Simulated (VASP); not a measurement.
BeTe:

```
Te Be
1.0
     0.00000    2.78834    2.78834
     2.78834    0.00000    2.78834
     2.78834    2.78834    0.00000
Te Be
1 1
Direct
  0.75000 0.75000 0.75000
  0.00000 0.00000 0.00000
```

Base run:

```yaml
Program: VASP 6.6.1
Functional: PBE
Potentials_or_basis: VASP PAW PBE potentials, release 64 (Te, Be)
Cutoff: 520 eV
k_mesh: 8 × 8 × 8
Occupations: fermi-dirac, width 0.05 eV
Spin: no spin polarisation
```

Its results: band gap on the k mesh 1.90 eV, indirect (least direct gap 3.58 eV); pressure 3.0 GPa.

**Question.** The run is repeated on the same cell with these changes: functional from PBE to RPBE; dispersion from none to D4. What comes out?

**Answer.** Band gap on the k mesh 1.99 eV, indirect (least direct gap 3.61 eV); pressure -0.5 GPa.

Several settings changed at once, so the effect can't be laid on one alone.

Caveats: spin-orbit coupling is left out, which moves the levels of the heavy elements; the PAW data sets were made with another functional, which shifts forces and pressure a little (some runs).

A k mesh can miss the band edges.
